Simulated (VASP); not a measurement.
Write the native input for VASP 6.6.1 that does the following.

- Task: single point
- Functional: LDA
- Potentials or basis: VASP PAW LDA potentials, release 64 (Hg_sv_GW)
- Cutoff: 550 eV
- k mesh: 15 × 15 × 15
- Occupations: fermi-dirac, width 0.1 eV
- Spin: no spin polarisation
- Dipole correction: no
- Further INCAR settings: ALGO = Normal; EDIFF = 1e-06; NBANDS = 16

The structure of Hg lies in POSCAR:

```
Hg
1.0
   -1.4296801974      1.4296801974      1.4296801974
    1.4296801974     -1.4296801974      1.4296801974
    1.4296801974      1.4296801974     -1.4296801974
Hg
1
Direct
    0.0000000000      0.0000000000      0.0000000000
```

One way to write it, as run:

INCAR

```
PREC = Accurate
ENCUT = 550
EDIFF = 1E-6
ISMEAR = -1
SIGMA = 0.1
LREAL = F
LASPH = T
NELM = 120
ALGO = Normal
ISIF = 2
LWAVE = F
LCHARG = F
NBANDS = 16
GGA_COMPAT = F
```

KPOINTS

```
regular mesh
0
Gamma
  15 15 15
```

Potentials or basis: VASP PAW LDA potentials, release 64 (Hg_sv_GW).

The run is started by

```console
$ cat potpaw_LDA.64/Hg_sv_GW/POTCAR > POTCAR
$ mpirun -np 1 vasp_std > vasp.out
```

It gave:

```yaml
Pressure: 264.3 GPa
Band_gap_on_the_k_mesh: zero (bands 10 and 11 overlap by 1.82 eV)
```

Caveat: the cell stands under pressure; spin-orbit coupling is left out, which moves the levels of the heavy elements.

It took 10 s on 1 thread of AMD EPYC 9R45 96-Core Processor (Zen 5), with other jobs on the host, peak memory 0.12 GiB.
